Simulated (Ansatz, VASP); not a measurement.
# CuCl: VASP beside Ansatz

```
CELL_PARAMETERS angstrom
0.00000 2.67876 2.67876
2.67876 0.00000 2.67876
2.67876 2.67876 0.00000
ATOMIC_POSITIONS crystal
Cu 0.00000 0.00000 0.00000
Cl 0.25000 0.25000 0.25000
```

Alike in both runs: task single point; functional PBEsol; k mesh 4 × 4 × 4; no spin polarisation.

|  | VASP | Ansatz |
| --- | --- | --- |
| version | VASP 6.6.1 | Ansatz 0.2.0 |
| potentials or method | VASP PAW PBE potentials, release 64 (Cu, Cl) | plane waves, PAW |
| plane-wave cutoff (eV) | 600 | 420 |
| occupations | gaussian, width 0.01 eV | fixed |
| valence electrons in the cell | 18 | 26 |

|  | VASP | Ansatz | Ansatz less VASP |
| --- | --- | --- | --- |
| gap on the k mesh at the Fermi level (eV) | 0.47 | 0.47 | -0.001 |

VASP's potentials were made for PBE, not for PBEsol. VASP's potentials hold 18 valence electrons a cell and Ansatz's 26, so a difference there can come from the potentials and not from the codes.

The k mesh is coarse, so the values compare programs but aren't converged.
